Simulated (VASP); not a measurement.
A run of VASP 6.6.1 is set up as follows.

Contents of POSCAR:

```
GaAs
1.0
    0.0000000000      2.8330850955      2.7197616916
    2.8330850955      0.0000000000      2.7197616916
    2.8330850955      2.8330850955      0.0000000000
Ga As
1 1
Direct
    0.0000000000      0.0000000000      0.0000000000
    0.2500000000      0.2500000000      0.2500000000
```

INCAR.step1

```
  PREC = Accurate
  ENCUT = 520
  ISMEAR = -1
  SIGMA = 0.02
  LREAL = False
  LASPH = True
  NELM = 150
  MAGMOM = 0 0 0 0 0 0
  LSORBIT = True
  GGA_COMPAT = False
  NBANDS = 30
  GGA = PE
  ALGO = Normal
  EDIFF = 1E-4
  LWAVE = True
  LCHARG = False
```

INCAR.step2

```
  PREC = Accurate
  ENCUT = 520
  EDIFF = 1E-7
  ISMEAR = -1
  SIGMA = 0.02
  LREAL = False
  LASPH = True
  NELM = 150
  ALGO = Normal
  ISIF = 2
  LWAVE = False
  LCHARG = False
  MAGMOM = 0 0 0 0 0 0
  LORBIT = 11
  LSORBIT = True
  GGA_COMPAT = False
  LORBMOM = True
  METAGGA = R2SCAN
  LMIXTAU = True
  NBANDS = 30
  ISTART = 1
```

The input KPOINTS:

```
regular mesh
0
Gamma
  8 8 8
```

Potentials or basis: VASP PAW PBE potentials, release 64 (Ga_d, As).

Command:

```console
$ cat potpaw_PBE.64/Ga_d/POTCAR potpaw_PBE.64/As/POTCAR > POTCAR
$ cp INCAR.step1 INCAR
$ mpirun -np 1 vasp_ncl > vasp.out
$ cp INCAR.step2 INCAR
$ mpirun -np 1 vasp_ncl > vasp.out
```

(1) Predict the pressure.

(2) What does it give for the net moment?

Results:

(1) 3.4 GPa.

(2) 0.00 μB per cell.

Caveat: the cell differs from its parent crystal (uniaxial z strain -4.0%); the cell stands under pressure; the PAW data sets were made with another functional, which shifts forces and pressure a little.
